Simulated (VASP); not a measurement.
Wanted: the native input for a VASP 6.6.1 run.

| Property | Result |
| --- | --- |
| Task | single point |
| Functional | PBEsol |
| Potentials or basis | VASP PAW PBE potentials, release 64 (Tl_d) |
| Cutoff | 520 eV |
| k mesh | 11 × 11 × 1 |
| Occupations | methfessel-paxton, width 0.1 eV |
| Spin | no spin polarisation |
| Dipole correction | yes |
| Further INCAR settings | ALGO = Normal; EDIFF = 1e-07; NBANDS = 48 |

The structure of Tl lies in POSCAR:

```
Tl
1.0
    3.4617901980      0.0000000000      0.0000000000
    1.7308950990      2.9979982540      0.0000000000
    0.0000000000      0.0000000000     37.7797228180
Tl
6
Direct
    0.6666666667      0.6666666667      0.3176307052
    0.0000000000      0.0000000000      0.3905784231
    0.6666666667      0.6666666667      0.4635261410
    0.0000000000      0.0000000000      0.5364738590
    0.6666666667      0.6666666667      0.6094215769
    0.0000000000      0.0000000000      0.6823692948
```

One way to write it, as run:

INCAR

```
PREC = Accurate
ENCUT = 520
EDIFF = 1E-7
ISMEAR = 1
SIGMA = 0.1
LREAL = F
LASPH = T
NELM = 80
ALGO = Normal
ISIF = 2
LWAVE = F
LCHARG = F
LDIPOL = T
IDIPOL = 3
DIPOL = 0.5 0.5 0.500
GGA = PS
NBANDS = 48
```

KPOINTS

```
regular mesh
0
Gamma
  11 11 1
```

Potentials or basis: VASP PAW PBE potentials, release 64 (Tl_d).

Run with:

```bash
$ cat potpaw_PBE.64/Tl_d/POTCAR > POTCAR
$ mpirun -np 1 vasp_std > vasp.out
```

It gave:

| Quantity | Value |
| --- | --- |
| Largest force | 0.049 eV/Å |
| Band gap on the k mesh | zero (bands 39 and 40 overlap by 2.78 eV) |

Caveat: the PAW data sets were made with another functional, which shifts forces and pressure a little; spin-orbit coupling is left out, which moves the levels of the heavy elements.

Wall time 5.6 min on 1 thread of Intel(R) Xeon(R) 6975P-C (Granite Rapids), with other jobs on the host, peak memory 0.62 GiB.
